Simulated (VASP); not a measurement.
# Fe2Pt (P-3m1) in VASP: notebook, part 2 of 2

VASP 6.6.1. Earlier steps stand in the parts before.

**3. Single point, PBE, collinear spin, ferromagnetic start**

This run uses another cell than the first one, of 11.92 Å³/atom.

Contents of INCAR:

```
SYSTEM = Fe2Pt
PREC     = Accurate       ! precision mode
ENCUT    = 520            ! plane-wave cutoff, eV
EDIFF    = 1E-6           ! SCF threshold, eV
ISMEAR   = -1             ! smearing method
SIGMA    = 0.05           ! smearing width, eV
LREAL    = .FALSE.        ! projectors in reciprocal space
LASPH    = .TRUE.         ! aspherical terms in the spheres
NELM     = 150            ! most SCF steps
ALGO     = Normal         ! electronic algorithm
ISIF     = 2              ! what is computed and relaxed
LWAVE    = .FALSE.        ! write WAVECAR
LCHARG   = .FALSE.        ! write CHGCAR
ISPIN    = 2              ! spin polarisation
MAGMOM   = 0 3 3          ! initial moments
LORBIT   = 11             ! projections on sites
LMAXMIX  = 4              ! l up to which the mixer works
GGA      = PE             ! functional
NBANDS   = 24             ! bands
```

Contents of KPOINTS:

```
regular mesh
0
G
  12 12 5
  0 0 0
```

Contents of POSCAR:

```
Fe2Pt
1.0
    2.5822226074      0.0000000000      0.0000000000
   -1.2911113037      2.2362703763      0.0000000000
    0.0000000000      0.0000000000      6.1920182900
Pt Fe
1 2
Direct
    0.0000000000      0.0000000000      0.0000000000
    0.6666666667      0.3333333333      0.3554600000
    0.3333333333      0.6666666667      0.6445400000
```

Potentials or basis: VASP PAW PBE potentials, release 64 (Pt, Fe).

Started as:

```
$ cat potpaw_PBE.64/Pt/POTCAR potpaw_PBE.64/Fe/POTCAR > POTCAR
$ mpirun -np 1 vasp_std > vasp.out
```

OUTCAR:

```text
SYSTEM = Fe2Pt
   PREC = Accurate
   ENCUT = 520
   EDIFF = 1E-6
   ISMEAR = -1
   LREAL = .FALSE.
   LASPH = .TRUE.
   NELM = 150
   ISIF = 2
   ISPIN = 2
   LORBIT = 11
   GGA = PE

 ion  position               nearest neighbor table
   1  0.000  0.000  0.000-   2 2.66   3 2.66   2 2.66   3 2.66   2 2.66   3 2.66
   2  0.667  0.333  0.355-   3 2.33   3 2.33   3 2.33   1 2.66   1 2.66   1 2.66
   3  0.333  0.667  0.645-   2 2.33   2 2.33   2 2.33   1 2.66   1 2.66   1 2.66

  LATTYP: Found a hexagonal cell.
 ALAT       =     2.5822226074
 C/A-ratio  =     2.3979413209

  Lattice vectors:
[... 1517 lines left out ...]
  energy-cutoff  :      520.00
  volume of cell :       35.76
      direct lattice vectors                 reciprocal lattice vectors
     2.582222607  0.000000000  0.000000000     0.387263281  0.223586560  0.000000000
    -1.291111304  2.236270376  0.000000000     0.000000000  0.447173119  0.000000000
     0.000000000  0.000000000  6.192018290     0.000000000  0.000000000  0.161498231

 POSITION                                       TOTAL-FORCE (eV/Angst)
 -----------------------------------------------------------------------------------
      0.00000      0.00000      0.00000        -0.000000      0.000000      0.000000
      1.29111      0.74542      2.20101        -0.000000      0.000000     -0.196363
     -0.00000      1.49085      3.99100         0.000000     -0.000000      0.196363
 -----------------------------------------------------------------------------------
    total drift:                                0.000000     -0.000000      0.000000

  FREE ENERGIE OF THE ION-ELECTRON SYSTEM (eV)
  ---------------------------------------------------
  free  energy   TOTEN  =       -22.0657952808 eV

  energy  without entropy=      -22.0219556181  energy(sigma->0) =      -22.04387545

 total charge

# of ion       s       p       d       tot
------------------------------------------
    1        0.770   0.823   8.103   9.696
    2        0.492   0.551   6.305   7.348
    3        0.492   0.551   6.305   7.348
--------------------------------------------------
tot          1.754   1.925  20.712  24.391

 magnetization (x)

# of ion       s       p       d       tot
------------------------------------------
    1       -0.009  -0.022   0.135   0.105
    2       -0.010  -0.021   1.815   1.784
    3       -0.010  -0.021   1.815   1.784
--------------------------------------------------
tot         -0.029  -0.064   3.766   3.672
```

stdout:

```text
POSCAR found type information on POSCAR PtFe
 POSCAR found :  2 types and       3 ions
 scaLAPACK will be used
 LDA part: xc-table for (Slater+PW92), standard interpolation
 POSCAR, INCAR and KPOINTS ok, starting setup
 FFT: planning ... GRIDC
 FFT: planning ... GRID_SOFT
 FFT: planning ... GRID
 WAVECAR not read
 entering main loop
```

Wall time 55 s (1 thread of Intel Xeon 6975P-C (Granite Rapids), shared host); peak memory 0.24 GiB.

Results:

| Item | Value |
| --- | --- |
| Free energy | -22.0658 eV |
| Pressure | 22.0 GPa |
| Largest force | 0.196 eV/Å |
| Net moment | 3.72 μB per cell |
| Site moments | Pt +0.10; Fe +1.78 μB |
| Valence electrons inside the program's atomic spheres | Pt 9.70; Fe 7.35 |

Forces in eV/Å, atoms in the order of the input:
```
Pt   0.000  0.000  0.000
Fe   0.000  0.000 -0.196
Fe   0.000  0.000  0.196
```

Caveat: the stress differs along the axes, from 12 to 27 GPa; spin-orbit coupling is left out, which moves the levels of the heavy elements.

**4. Single point, PBE, collinear spin, ferromagnetic start**

This run uses another cell than the first one, of 12.17 Å³/atom.

Contents of INCAR:

```
  ALGO = Normal
  EDIFF = 1E-6
  ENCUT = 520
  GGA = PE
  ISIF = 2
  ISMEAR = -1
  ISPIN = 2
  LASPH = True
  LCHARG = False
  LMAXMIX = 4
  LORBIT = 11
  LREAL = False
  LWAVE = False
  MAGMOM = 0 3 3
  NBANDS = 24
  NELM = 150
  PREC = Accurate
  SIGMA = 0.05
```

Contents of KPOINTS:

```
k-points
0
Gamma
  12 12 5
```

Contents of POSCAR:

```
Fe2Pt
1.0
    2.6000316020      0.0000000000      0.0000000000
   -1.3000158010      2.2516934180      0.0000000000
    0.0000000000      0.0000000000      6.2347232139
Pt Fe
1 2
Direct
    0.0000000000      0.0000000000      0.0000000000
    0.6666666667      0.3333333333      0.3554600000
    0.3333333333      0.6666666667      0.6445400000
```

Started as:

```
$ cat potpaw_PBE.64/Pt/POTCAR potpaw_PBE.64/Fe/POTCAR > POTCAR
$ mpirun -np 1 vasp_std > vasp.out
```

Wall time 81 s (1 thread of Intel Xeon 6975P-C (Granite Rapids), shared host); peak memory 0.25 GiB.

Results (log left out):

- Free energy: -22.2088 eV
- Pressure: 26.5 GPa
- Largest force: 0.797 eV/Å
- Net moment: 5.37 μB per cell
- Site moments: Pt +0.20; Fe +2.55 μB
- Valence electrons inside the program's atomic spheres: Pt 9.66; Fe 7.30

Forces in eV/Å, atoms in the order of the input:
```
Pt   0.000  0.000  0.000
Fe   0.000  0.000 -0.797
Fe   0.000  0.000  0.797
```

Stress tensor (GPa, compression positive):
```
32.20  0.00  0.00
 0.00 32.20  0.00
 0.00  0.00 15.19
```

Levels at points of the mesh, in eV from the Fermi level:
Spin up:
| k point | band 13 | band 14 | band 15 | band 16 | band 17 | band 18 |
| --- | --- | --- | --- | --- | --- | --- |
| (0.00, 0.00, 0.00) | -1.54 | -1.54 | -1.07 | -1.07 | -0.69 | -0.69 |
| (0.50, 0.00, 0.00) | -0.22 | -0.09 | 0.47 | 1.51 | 2.23 | 2.36 |
Spin down:
| k point | band 7 | band 8 | band 9 | band 10 | band 11 | band 12 | band 13 | band 14 |
| --- | --- | --- | --- | --- | --- | --- | --- | --- |
| (0.00, 0.00, 0.00) | -1.61 | -1.61 | -1.57 | -0.24 | -0.24 | 0.02 | 0.02 | 0.45 |
| (0.50, 0.00, 0.00) | -2.00 | -1.49 | -0.38 | -0.06 | 0.62 | 2.01 | 2.10 | 2.15 |

Caveat: the stress differs along the axes, from 15 to 32 GPa; spin-orbit coupling is left out, which moves the levels of the heavy elements.

**5. Single point, PBE, collinear spin, ferromagnetic start**

This run uses another cell than the first one, of 12.42 Å³/atom.

Contents of INCAR:

```
  ALGO = Fast
  EDIFF = 1E-7
  ENCUT = 520
  GGA = PE
  ISIF = 2
  ISMEAR = -1
  ISPIN = 2
  LASPH = T
  LCHARG = T
  LELF = T
  LMAXMIX = 4
  LORBIT = 11
  LREAL = F
  LVHAR = T
  LWAVE = F
  MAGMOM = 0 3 3
  NBANDS = 24
  NELM = 150
  PREC = Accurate
  SIGMA = 0.05
```

KPOINTS is that of step 4.

Contents of POSCAR:

```
Fe2Pt
1.0
    2.6175999160      0.0000000000      0.0000000000
   -1.3087999580      2.2669080242      0.0000000000
    0.0000000000      0.0000000000      6.2768510000
Pt Fe
1 2
Direct
    0.0000000000      0.0000000000      0.0000000000
    0.6666666667      0.3333333333      0.3554600000
    0.3333333333      0.6666666667      0.6445400000
```

Started as:

```
$ cat potpaw_PBE.64/Pt/POTCAR potpaw_PBE.64/Fe/POTCAR > POTCAR
$ mpirun -np 1 vasp_std > vasp.out
```

Wall time 74 s (1 thread of Intel Xeon 6975P-C (Granite Rapids), shared host); peak memory 0.24 GiB.

Results (log left out):

```yaml
Free_energy: -22.3194 eV
Pressure: 21.0 GPa
Largest_force: 0.783 eV/Å
Net_moment: 5.49 μB per cell
Site_moments: Pt +0.21; Fe +2.61 μB
Valence_electrons_inside_the_program's_atomic_spheres: Pt 9.60; Fe 7.25
```

Forces on the atoms (eV/Å):
```
Pt   0.000  0.000  0.000
Fe   0.000  0.000 -0.783
Fe   0.000  0.000  0.783
```

Stress tensor (GPa, compression positive):
```
26.32  0.00  0.00
 0.00 26.32  0.00
 0.00  0.00 10.29
```

Levels at points of the mesh, in eV from the Fermi level:
Spin up:
```
           k point  band 12  band 13  band 14  band 15  band 16  band 17  band 18  band 19  band 20  band 21
(0.00, 0.00, 0.00)    -1.93    -1.60    -1.60    -1.09    -1.09    -0.78    -0.78    10.59    11.01    15.55
(0.50, 0.00, 0.00)    -0.82    -0.31    -0.18     0.43     1.44     2.17     2.27     6.75     7.22     9.80
```
Spin down:
| k point | band 8 | band 9 | band 10 | band 11 | band 12 | band 13 |
| --- | --- | --- | --- | --- | --- | --- |
| (0.00, 0.00, 0.00) | -1.57 | -1.50 | -0.21 | -0.21 | 0.02 | 0.02 |
| (0.50, 0.00, 0.00) | -1.44 | -0.35 | -0.03 | 0.58 | 1.96 | 2.07 |

Caveat: the stress differs along the axes, from 10 to 26 GPa; spin-orbit coupling is left out, which moves the levels of the heavy elements.

**6. Summary**

```tsv
cell	gap on the mesh (eV)	pressure (GPa)	moment (μB)	largest force (eV/Å)
a = 2.564, b = 2.564, c = 6.149 Å, angles 90.0, 90.0, 120.0°, 3 atoms	none	20.1	1.91	0.23
a = 2.582, b = 2.582, c = 6.192 Å, angles 90.0, 90.0, 120.0°, 3 atoms	none	22.0	3.72	0.20
a = 2.600, b = 2.600, c = 6.235 Å, angles 90.0, 90.0, 120.0°, 3 atoms	none	26.5	5.37	0.80
a = 2.618, b = 2.618, c = 6.277 Å, angles 90.0, 90.0, 120.0°, 3 atoms	none	21.0	5.49	0.78
```

Alike in all rows: task single point; level PBE; potentials or basis VASP PAW PBE potentials, release 64 (Pt, Fe); spin collinear, ferromagnetic start; k mesh 12 × 12 × 5; cutoff (eV) 520; smearing fermi-dirac 0.05 eV.

Caveats: spin-orbit coupling is left out, which moves the levels of the heavy elements; the cell stands under pressure (at least some runs); the stress differs along the axes, from 12 to 27 GPa (at least some runs); the stress differs along the axes, from 15 to 32 GPa (at least some runs); the stress differs along the axes, from 10 to 26 GPa (at least some runs).

Total energies depend on the potentials used, so only differences within one code and one set of settings carry meaning.
